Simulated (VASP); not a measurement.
A run of VASP 6.6.1 is set up as follows.

The input INCAR:

```
SYSTEM = LiF
PREC = Accurate
ENCUT = 520
EDIFF = 1E-6
ISMEAR = 0
SIGMA = 0.1
LREAL = .False.
LASPH = .True.
NELM = 100
ALGO = Normal
ISIF = 2
LWAVE = .False.
LCHARG = .False.
GGA = PE
NBANDS = 24
```

File KPOINTS:

```
regular mesh
0
Gamma
  6 6 4
  0 0 0
```

Contents of POSCAR:

```
LiF
1.0
    3.3381930700      0.0000000000      0.0000000000
   -1.6690965300      2.8909600000      0.0000000000
    0.0000000000      0.0000000000      4.9080102700
Li F
3 3
Direct
    0.4986685000      0.8358859400      0.6738170100
    0.5743802200      0.2454604700      0.2345866100
    0.7545395300      0.3289197600      0.9012532800
    0.1641140600      0.6627825600      0.3404836700
    0.3372174400      0.5013315000      0.0071503400
    0.6710802400      0.4256197800      0.5679199500
```

Potentials or basis: VASP PAW PBE potentials, release 64 (Li_sv, F).

Run with:

```console
$ cat potpaw_PBE.64/Li_sv/POTCAR potpaw_PBE.64/F/POTCAR > POTCAR
$ mpirun -np 1 vasp_std > vasp.out
```

(1) Estimate the band gap on the k mesh.

(2) Estimate the largest force.

Answers

(1) 2.93 eV (least direct gap 3.18 eV).

(2) 7.414 eV/Å.

Caveat: atoms lie so close that the PAW spheres overlap strongly, which falsifies energies and pressures; forces of over 1 eV/Å act on the atoms, so gaps and moduli don't describe the material at rest.
